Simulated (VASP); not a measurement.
# Hf (P6_3/mmc) in VASP: settings compared, part 2 of 2

VASP 6.6.1.

### Step 3. Vibrations by perturbation theory, LDA

This run uses another cell than the first one, of 22.38 Å³/atom, 1.087 times its volume.

INCAR

```
SYSTEM = Hf
PREC = Accurate
ENCUT = 520
EDIFF = 1E-8
ISMEAR = -1
SIGMA = 0.05
LREAL = .False.
LASPH = .True.
NELM = 80
ALGO = Fast
ISIF = 2
LWAVE = .False.
LCHARG = .False.
GGA = CA
NBANDS = 17
IBRION = 8
NSW = 1
```

KPOINTS

```
regular mesh
0
Gamma
  7 7 4
  0 0 0
```

POSCAR

```
Hf
1.0
    3.1967000000      0.0000000000      0.0000000000
   -1.5983500000      2.7684234083      0.0000000000
    0.0000000000      0.0000000000      5.0578000000
Hf
2
Direct
    0.6666666667      0.3333333333      0.7500000000
    0.3333333333      0.6666666667      0.2500000000
```

Potentials or basis: VASP PAW LDA potentials, release 64 (Hf_pv).

On the command line:

```
cat potpaw_LDA.64/Hf_pv/POTCAR > POTCAR
mpirun -np 1 vasp_std > vasp.out
```

OUTCAR:

```text
SYSTEM = Hf
   PREC = Accurate
   ENCUT = 520
   EDIFF = 1E-8
   ISMEAR = -1
   LREAL = .False.
   LASPH = .True.
   NELM = 80
   ISIF = 2
   GGA = CA
   IBRION = 8
   NSW = 1

 ion  position               nearest neighbor table
   1  0.667  0.333  0.750-   2 3.13   2 3.13   2 3.13   2 3.13   2 3.13   2 3.13
   2  0.333  0.667  0.250-   1 3.13   1 3.13   1 3.13   1 3.13   1 3.13   1 3.13

  LATTYP: Found a hexagonal cell.
 ALAT       =     3.1967000000
 C/A-ratio  =     1.5821941377

  Lattice vectors:

 A1 = (   3.1967000000,   0.0000000000,   0.0000000000)
 A2 = (  -1.5983500000,   2.7684234083,   0.0000000000)
 A3 = (   0.0000000000,   0.0000000000,   5.0578000000)

Analysis of symmetry for initial positions (statically):
=====================================================================
 Subroutine PRICEL returns:
 Original cell was already a primitive cell.

 Routine SETGRP: Setting up the symmetry group for a
 hexagonal supercell.

 Subroutine GETGRP returns: Found 24 space group operations
 (whereof 12 operations were pure point group operations)
 out of a pool of 24 trial point group operations.

The static configuration has the point symmetry D_3d.
 The point group associated with its full space group is D_6h.

Analysis of symmetry for dynamics (positions and initial velocities):
=====================================================================
 Subroutine PRICEL returns:
 Original cell was already a primitive cell.

 Routine SETGRP: Setting up the symmetry group for a
 hexagonal supercell.

 Subroutine GETGRP returns: Found 24 space group operations
 (whereof 12 operations were pure point group operations)
 out of a pool of 24 trial point group operations.

The dynamic configuration has the point symmetry D_3d.
 The point group associated with its full space group is D_6h.

 Subroutine INISYM returns: Found 24 space group operations
 (whereof 12 operations are pure point group operations),
 and found     1 'primitive' translations

----------------------------------------------------------------------------------------

                                     Primitive cell

  volume of cell :      44.7606

  direct lattice vectors                    reciprocal lattice vectors
     3.196700000  0.000000000  0.000000000     0.312822598  0.180608211  0.000000000
    -1.598350000  2.768423408  0.000000000     0.000000000  0.361216423  0.000000000
     0.000000000  0.000000000  5.057800000     0.000000000  0.000000000  0.197714421

  length of vectors
     3.196700000  3.196700000  5.057800000     0.361216423  0.361216423  0.197714421

[... 127 lines left out ...]

  energy without entropy =      -21.30083730  energy(sigma->0) =      -21.30829945

 E-fermi :   4.8544     XC(G=0): -11.4695

 val. band max:        4.7936647678   @ k =   0.1429  -0.0000   0.0000
 cond. band min:       4.9122658283   @ k =   0.1429  -0.0000   0.0000
 fundamental gap:      0.1186010605
 Fermi energy:         4.8544419702

 k-point     1 :       0.0000    0.0000    0.0000
  band No.  band energies     occupation
      1     -26.1467      2.00000
      2     -25.4007      2.00000
      3     -25.4007      2.00000
      4     -25.2701      2.00000
      5     -25.2701      2.00000
      6     -25.2618      2.00000
[... 459 lines left out ...]
      6     -25.4073      2.00000
[... 9 lines left out ...]
     16      10.1015      0.00000
     17      12.5538      0.00000

------------------------ aborting loop because EDIFF is reached ----------------------------------------

  FORCE on cell =-STRESS in cart. coord.  units (eV):
  Direction    XX          YY          ZZ          XY          YZ          ZX
  --------------------------------------------------------------------------------------
  -------------------------------------------------------------------------------------
  Total       -2.1323253     -2.1323253     -1.9173907      0.0000000      0.0000000      0.0000000
  in kB      -76.3252067    -76.3252067    -68.6317637      0.0000000      0.0000000      0.0000000
  external PRESSURE =     -73.7607257 kB  Pullay stress =       0.0000000 kB

 VOLUME and BASIS-vectors are now :
 -----------------------------------------------------------------------------
  energy-cutoff  :      520.00
  volume of cell :       44.76
      direct lattice vectors                 reciprocal lattice vectors
     3.196700000  0.000000000  0.000000000     0.312822598  0.180608211  0.000000000
    -1.598350000  2.768423408  0.000000000     0.000000000  0.361216423  0.000000000
     0.000000000  0.000000000  5.057800000     0.000000000  0.000000000  0.197714421

 POSITION                                       TOTAL-FORCE (eV/Angst)
 -----------------------------------------------------------------------------------
      1.59835      0.92281      3.79335         0.000000     -0.000000      0.000000
     -0.00000      1.84562      1.26445        -0.000000      0.000000      0.000000
 -----------------------------------------------------------------------------------
    total drift:                               -0.000000      0.000000     -0.000000

  FREE ENERGIE OF THE ION-ELECTRON SYSTEM (eV)
  ---------------------------------------------------
  free  energy   TOTEN  =       -21.3157616104 eV

  energy  without entropy=      -21.3008372956  energy(sigma->0) =      -21.30829945

[... ionic steps 2 to 3 ...]

--------------------------------------- Ionic step        4  -------------------------------------------

------------------------ aborting loop because EDIFF is reached ----------------------------------------

[... ionic steps 5 to 5 ...]

--------------------------------------- Ionic step        6  -------------------------------------------

 Free energy of the ion-electron system (eV)
  ---------------------------------------------------
  ---------------------------------------------------
  free energy    TOTEN  =        -0.24970284 eV

  energy without entropy =       -0.24970284

------------------------ aborting loop because EDIFF is reached ----------------------------------------

 INTERNAL STRAIN TENSOR  FOR ION    1  DIRECTION 3   (eV/Angst):
 -----------------------------------------------------------------------------
    -0.06725  0.00000  0.00000
     0.00000 -0.06725 -0.00000
    -0.00000  0.00000  0.13203

 INTERNAL STRAIN TENSOR FOR ION    2 for displacements in x,y,z  (eV/Angst):
          X           Y           Z          XY          YZ          ZX
  --------------------------------------------------------------------------------
  x     0.00000     0.00000     0.00000    -3.87547     0.00000     0.00000
  y    -3.87547     3.87547    -0.00000     0.00000     0.00000     0.00000
  z     0.00000     0.00000    -0.00000     0.00000     0.00000    -0.00000

 SECOND DERIVATIVES (NOT SYMMETRIZED)
 ------------------------------------
               1X          1Y          1Z          2X          2Y          2Z
  1X    -1.148584    0.000000    0.000000    1.148584    0.000000    0.000000
  1Y     0.000000   -1.148584    0.000000    0.000000    1.148584    0.000000
  1Z     0.000000    0.000000   -1.900328   -0.000000    0.000000    1.900328
  2X     1.148584    0.000000    0.000000   -1.148584    0.000000    0.000000
  2Y     0.000000    1.148584    0.000000    0.000000   -1.148584    0.000000
  2Z    -0.000000    0.000000    1.900328    0.000000    0.000000   -1.900328

 Eigenvectors and eigenvalues of the dynamical matrix
 ----------------------------------------------------

   1 f  =    2.281251 THz    14.333524 2PiTHz   76.094347 cm-1     9.434492 meV
             X         Y         Z           dx          dy          dz
      1.598350  0.922808  3.793350    -0.000000    0.000000    0.707107
     -0.000000  1.845616  1.264450     0.000000    0.000000   -0.707107
[... 21 lines left out ...]
   6 f  =    0.000000 THz     0.000000 2PiTHz    0.000000 cm-1     0.000000 meV
             X         Y         Z           dx          dy          dz
      1.598350  0.922808  3.793350    -0.706091    0.037882   -0.000000
     -0.000000  1.845616  1.264450    -0.706091    0.037882    0.000000

--------------------------------------------------------------------------------------------------------

 ELASTIC MODULI CONTR FROM IONIC RELAXATION (kBar)
 Direction    XX          YY          ZZ          XY          YZ          ZX
 --------------------------------------------------------------------------------
 XX        -468.0595    468.0595     -0.0000      0.0000      0.0000     -0.0000
 YY         468.0595   -468.0595      0.0000     -0.0000     -0.0000      0.0000
 ZZ          -0.0000      0.0000     -0.0000      0.0000      0.0000     -0.0000
 XY           0.0000     -0.0000      0.0000   -468.0595      0.0000     -0.0000
 YZ           0.0000     -0.0000      0.0000      0.0000     -0.0000      0.0000
 ZX          -0.0000      0.0000     -0.0000     -0.0000      0.0000     -0.0000
 --------------------------------------------------------------------------------
```

stdout:

```text
POSCAR found type information on POSCAR Hf
 POSCAR found :  1 types and       2 ions
 scaLAPACK will be used
 LDA part: xc-table for (Slater(with rela. corr.)+CA(PZ))
 , standard interpolation
 POSCAR, INCAR and KPOINTS ok, starting setup
 FFT: planning ... GRIDC
 FFT: planning ... GRID_SOFT
 FFT: planning ... GRID
 WAVECAR not read
 entering main loop
 Linear response reoptimize wavefunctions to high precision
 Linear response DOF=           2
 Linear response progress:
 first order change of Fermi-energy  -0.90127E-05
 force on displaced ion       1 direction 1 :  -1.149   0.001   0.000
 Linear response progress:
 first order change of Fermi-energy  -0.68503E-04
 force on displaced ion       1 direction 3 :   0.000  -0.000  -1.900
 Linear response finished
```

Run time: 2.8 min. Hardware: 1 thread of Intel Xeon 6975P-C (Granite Rapids), shared host; peak memory 0.23 GiB.

Results:

```yaml
Highest_phonon_frequency_at_Γ: 76 cm⁻¹
```

Phonon frequencies in cm⁻¹ (negative: imaginary):
| q point | frequencies |
| --- | --- |
| (0.000, 0.000, 0.000) | 0 0 0 59 59 76 |

Caveat: the cell wasn't relaxed at this level first, which shifts response properties; spin-orbit coupling is left out, which moves the levels of the heavy elements.

### Step 4. Vibrations by perturbation theory, PBEsol

This run uses another cell than the first one, of 22.38 Å³/atom, 1.087 times its volume.

INCAR

```
ALGO     = Fast           # electronic algorithm
EDIFF    = 1E-8           # SCF threshold, eV
ENCUT    = 520            # plane-wave cutoff, eV
GGA      = PS             # functional
IBRION   = 8              # ionic algorithm
ISIF     = 2              # what is computed and relaxed
ISMEAR   = -1             # smearing method
LASPH    = T              # aspherical terms in the spheres
LCHARG   = F              # write CHGCAR
LREAL    = F              # projectors in reciprocal space
LWAVE    = F              # write WAVECAR
NBANDS   = 17             # bands
NELM     = 60             # most SCF steps
NSW      = 1              # ionic steps
PREC     = Accurate       # precision mode
SIGMA    = 0.05           # smearing width, eV
```

KPOINTS

```
k-points
0
Gamma
  8 8 6
```

POSCAR is that of step 3.

Potentials or basis: VASP PAW PBE potentials, release 64 (Hf_pv).

On the command line:

```
cat potpaw_PBE.64/Hf_pv/POTCAR > POTCAR
mpirun -np 1 vasp_std > vasp.out
```

OUTCAR:

```text
EDIFF = 1E-8
   ENCUT = 520
   GGA = PS
   IBRION = 8
   ISIF = 2
   ISMEAR = -1
   LASPH = T
   LREAL = F
   NELM = 60
   NSW = 1
   PREC = Accurate

 ion  position               nearest neighbor table
   1  0.667  0.333  0.750-   2 3.13   2 3.13   2 3.13   2 3.13   2 3.13   2 3.13
   2  0.333  0.667  0.250-   1 3.13   1 3.13   1 3.13   1 3.13   1 3.13   1 3.13

  LATTYP: Found a hexagonal cell.
 ALAT       =     3.1967000000
 C/A-ratio  =     1.5821941377

  Lattice vectors:

 A1 = (   3.1967000000,   0.0000000000,   0.0000000000)
 A2 = (  -1.5983500000,   2.7684234083,   0.0000000000)
 A3 = (   0.0000000000,   0.0000000000,   5.0578000000)

Analysis of symmetry for initial positions (statically):
=====================================================================
 Subroutine PRICEL returns:
 Original cell was already a primitive cell.

 Routine SETGRP: Setting up the symmetry group for a
[... 722 lines left out ...]
  x    -0.00000     0.00000     0.00000    -2.61574     0.00000     0.00000
  y    -2.61574     2.61574     0.00000     0.00000     0.00000     0.00000
  z    -0.00000     0.00000    -0.00000     0.00000     0.00000    -0.00000

 SECOND DERIVATIVES (NOT SYMMETRIZED)
 ------------------------------------
               1X          1Y          1Z          2X          2Y          2Z
  1X    -1.880214    0.000000    0.000000    1.880214   -0.000000    0.000000
  1Y    -0.000000   -1.880214    0.000000    0.000000    1.880214    0.000000
  1Z     0.000000    0.000000   -3.548138    0.000000    0.000000    3.548138
  2X     1.880214   -0.000000    0.000000   -1.880214    0.000000    0.000000
  2Y     0.000000    1.880214    0.000000   -0.000000   -1.880214    0.000000
  2Z     0.000000    0.000000    3.548138    0.000000    0.000000   -3.548138

 Eigenvectors and eigenvalues of the dynamical matrix
 ----------------------------------------------------

   1 f  =    3.117160 THz    19.585692 2PiTHz  103.977256 cm-1    12.891531 meV
             X         Y         Z           dx          dy          dz
      1.598350  0.922808  3.793350     0.000000   -0.000000   -0.707107
     -0.000000  1.845616  1.264450    -0.000000    0.000000    0.707107
[... 11 lines left out ...]
   4 f  =    0.000000 THz     0.000000 2PiTHz    0.000001 cm-1     0.000000 meV
             X         Y         Z           dx          dy          dz
      1.598350  0.922808  3.793350     0.038046   -0.137852    0.692495
     -0.000000  1.845616  1.264450     0.038046   -0.137852    0.692495

   5 f/i=    0.000000 THz     0.000000 2PiTHz    0.000000 cm-1     0.000000 meV
             X         Y         Z           dx          dy          dz
      1.598350  0.922808  3.793350     0.419150   -0.553678   -0.133247
     -0.000000  1.845616  1.264450     0.419150   -0.553678   -0.133247

   6 f/i=    0.000000 THz     0.000000 2PiTHz    0.000001 cm-1     0.000000 meV
             X         Y         Z           dx          dy          dz
      1.598350  0.922808  3.793350    -0.568213   -0.417658   -0.051923
     -0.000000  1.845616  1.264450    -0.568213   -0.417658   -0.051923

--------------------------------------------------------------------------------------------------------

 ELASTIC MODULI CONTR FROM IONIC RELAXATION (kBar)
 Direction    XX          YY          ZZ          XY          YZ          ZX
 --------------------------------------------------------------------------------
 XX        -130.2552    130.2552      0.0000      0.0000      0.0000     -0.0000
 YY         130.2552   -130.2552     -0.0000     -0.0000      0.0000      0.0000
 ZZ           0.0000     -0.0000     -0.0000     -0.0000      0.0000     -0.0000
 XY           0.0000     -0.0000     -0.0000   -130.2552      0.0000      0.0000
 YZ           0.0000      0.0000      0.0000      0.0000     -0.0000      0.0000
 ZX          -0.0000      0.0000     -0.0000      0.0000      0.0000     -0.0000
 --------------------------------------------------------------------------------
```

stdout:

```text
POSCAR found type information on POSCAR Hf
 POSCAR found :  1 types and       2 ions
 scaLAPACK will be used
 -----------------------------------------------------------------------------
|                                                                             |
|                                                                             |
|     You enforced a specific xc type in the INCAR file but a different       |
|     I HOPE YOU KNOW WHAT YOU ARE DOING!                                     |
|                                                                             |
 -----------------------------------------------------------------------------

 LDA part: xc-table for (Slater+PW92), standard interpolation
 POSCAR, INCAR and KPOINTS ok, starting setup
 FFT: planning ... GRIDC
 FFT: planning ... GRID_SOFT
 FFT: planning ... GRID
 WAVECAR not read
 entering main loop
 Linear response reoptimize wavefunctions to high precision
 Linear response DOF=           2
 Linear response progress:
 first order change of Fermi-energy  -0.15564E-04
 force on displaced ion       1 direction 1 :  -1.880  -0.000   0.000
 Linear response progress:
 first order change of Fermi-energy  -0.15377E-03
 force on displaced ion       1 direction 3 :   0.000   0.000  -3.548
 Linear response finished
```

Wall time 5.6 min (1 thread of Intel Xeon Platinum 8259CL at 2.50GHz (Skylake/Cascade Lake), shared host); peak memory 0.32 GiB.

What came out:

```
Highest phonon frequency at Γ : 104 cm⁻¹
```

Phonon frequencies in cm⁻¹ (negative: imaginary):
```
              q point      frequencies
(0.000, 0.000, 0.000)  0 0 0 76 76 104
```

Caveat: the cell wasn't relaxed at this level first, which shifts response properties; the PAW data sets were made with another functional, which shifts forces and pressure a little; spin-orbit coupling is left out, which moves the levels of the heavy elements.

### Step 5. Elastic constants, LDA

This run uses another cell than the first one, of 22.38 Å³/atom, 1.087 times its volume.

INCAR

```
SYSTEM = Hf
ALGO     = Fast           ! electronic algorithm
EDIFF    = 1E-8           ! SCF threshold, eV
ENCUT    = 600            ! plane-wave cutoff, eV
IBRION   = 6              ! ionic algorithm
ISIF     = 3              ! what is computed and relaxed
ISMEAR   = -1             ! smearing method
LASPH    = .TRUE.         ! aspherical terms in the spheres
LCHARG   = .FALSE.        ! write CHGCAR
LREAL    = .FALSE.        ! projectors in reciprocal space
LWAVE    = .FALSE.        ! write WAVECAR
NBANDS   = 17             ! bands
NELM     = 60             ! most SCF steps
NFREE    = 2            
NSW      = 1              ! ionic steps
POTIM    = 0.015          ! step
PREC     = Accurate       ! precision mode
SIGMA    = 0.05           ! smearing width, eV
```

KPOINTS

```
k-points
0
G
  7 7 4
  0 0 0
```

POSCAR is that of step 4.

Potentials or basis: VASP PAW LDA potentials, release 64 (Hf_pv).

On the command line:

```
cat potpaw_LDA.64/Hf_pv/POTCAR > POTCAR
mpirun -np 1 vasp_std > vasp.out
```

Run time: 4.9 min. Hardware: 1 thread of Intel Xeon 6975P-C (Granite Rapids), shared host; peak memory 0.24 GiB.

Results (log left out):

```
Voigt bulk modulus            : 103 GPa
Highest phonon frequency at Γ : 76 cm⁻¹
```

Phonon frequencies in cm⁻¹ (negative: imaginary):
```
              q point     frequencies
(0.000, 0.000, 0.000)  0 0 0 59 59 76
```

Elastic tensor in Voigt notation (GPa, in the Cartesian axes of the cell as first typed):
```
132 107  71   0   0   0
107 132  71   0   0   0
 71  71 160   0   0   0
  0   0   0  47   0   0
  0   0   0   0  47   0
  0   0   0   0   0  13
```

Clamped-ion elastic tensor (GPa):
```
172  67  71   0   0   0
 67 172  71   0   0   0
 71  71 160   0   0   0
  0   0   0  47   0   0
  0   0   0   0  47   0
  0   0   0   0   0  53
```

Caveat: the cell is under stress, which shifts elastic constants; spin-orbit coupling is left out, which moves the levels of the heavy elements.
